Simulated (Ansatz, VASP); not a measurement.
## Se in VASP and in Ansatz

The input INCAR:

```
ALGO = Normal ; EDIFF = 1E-6
ENCUT = 520 ; GGA = PE
ISIF = 2 ; ISMEAR = -1
LASPH = True ; LCHARG = True
LELF = True ; LREAL = False
LVHAR = True ; LWAVE = False
NBANDS = 16 ; NELM = 100
PREC = Accurate ; SIGMA = 0.05
```

Contents of KPOINTS:

```
k-points
0
Gamma
  7 7 5
```

POSCAR

```
Se
1.0
    4.5203796332      0.0000000000      0.0000000000
   -2.2601898166      3.9147635971      0.0000000000
    0.0000000000      0.0000000000      5.0453124951
Se
3
Direct
    0.2189274285      0.0000000000      0.3333333333
    1.0000000000      0.2189274285      0.6666666667
    0.7810725715      0.7810725715      0.0000000000
```

Input for Ansatz:

```yaml
crystal:
  lattice:
    - [4.5203796332, 0.0, 0.0]
    - [-2.2601898166, 3.9147635971, 0.0]
    - [0.0, 0.0, 5.0453124951]
  atoms:
    - { symbol: Se, position: [0.2189274285, 0.0, 0.3333333333] }
    - { symbol: Se, position: [1.0, 0.2189274285, 0.6666666667] }
    - { symbol: Se, position: [0.7810725715, 0.7810725715, 0.0] }
hamiltonian:
  xc: pbe
  pseudopotentials:
    kind: paw
    azcp:
      Se: "pseudopotentials/Se.paw.azcp"
basis:
  ecutwfc: 420
  fft_grid_basis: typed
kpoints:
  mp_grid: { grid: [7, 7, 5], shift: [0, 0, 0] }
magnetization:
  spin_polarized: false
scf:
  occupations: { method: fermi_dirac, width: 0.05 }
  lower_state_search: "off"
output:
  stress: true
```

Alike in both runs: task single point; functional PBE; k mesh 7 × 7 × 5; occupations fermi-dirac, width 0.05 eV; no spin polarisation.

|  | VASP | Ansatz |
| --- | --- | --- |
| version | VASP 6.6.1 | Ansatz 0.2.0 |
| potentials or method | VASP PAW PBE potentials, release 64 (Se), cutoff 520 eV | plane waves (420 eV) with PAW, scalar-relativistic |
| valence electrons in the cell | 18 | 48 |

VASP gave:

```
pressure (GPa) : 0.1
```

Q: Which values does Ansatz return?

A: Pressure (GPa): 0.0.

With one functional, cell and mesh, what is left measures potentials, basis and numerics. VASP's potentials hold 18 valence electrons a cell and Ansatz's 48, so a difference there can come from the potentials and not from the codes.
